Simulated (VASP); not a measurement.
A run of VASP 6.6.1:

INCAR

```
SYSTEM = Ni
PREC     = Accurate       ! precision mode
ENCUT    = 520            ! plane-wave cutoff, eV
EDIFF    = 1E-6           ! SCF threshold, eV
ISMEAR   = -1             ! smearing method
SIGMA    = 0.1            ! smearing width, eV
LREAL    = .FALSE.        ! projectors in reciprocal space
LASPH    = .TRUE.         ! aspherical terms in the spheres
NELM     = 150            ! most SCF steps
ALGO     = Normal         ! electronic algorithm
ISIF     = 2              ! what is computed and relaxed
LWAVE    = .FALSE.        ! write WAVECAR
LCHARG   = .FALSE.        ! write CHGCAR
ISPIN    = 2              ! spin polarisation
MAGMOM   = 1 1            ! initial moments
LORBIT   = 11             ! projections on sites
LMAXMIX  = 4              ! l up to which the mixer works
GGA      = PE             ! functional
NBANDS   = 21             ! bands
```

The input KPOINTS:

```
Automatic mesh
0
G
  14 14 14
  0 0 0
```

File POSCAR:

```
Ni
1.0
    0.0000000000      2.1529633205      2.1529633205
    2.1529633205      0.0000000000      2.1529633205
    2.1529633205      2.1529633205      0.0000000000
Ni
2
Direct
   -0.1250000000     -0.1250000000     -0.1250000000
    0.1250000000      0.1250000000      0.1250000000
```

Potentials or basis: VASP PAW PBE potentials, release 64 (Ni).

The run is started by

```sh
$ cat potpaw_PBE.64/Ni/POTCAR > POTCAR
$ mpirun -np 1 vasp_std > vasp.out
```

Hardware: 1 thread of Intel(R) Xeon(R) 6975P-C (Granite Rapids), on a shared host.

Question: Estimate the wall time of this run.

Answer: It took 27 s on 1 thread of Intel(R) Xeon(R) 6975P-C (Granite Rapids) (shared host), peak memory 0.19 GiB. Counts: scf iterations 14, k points 104.
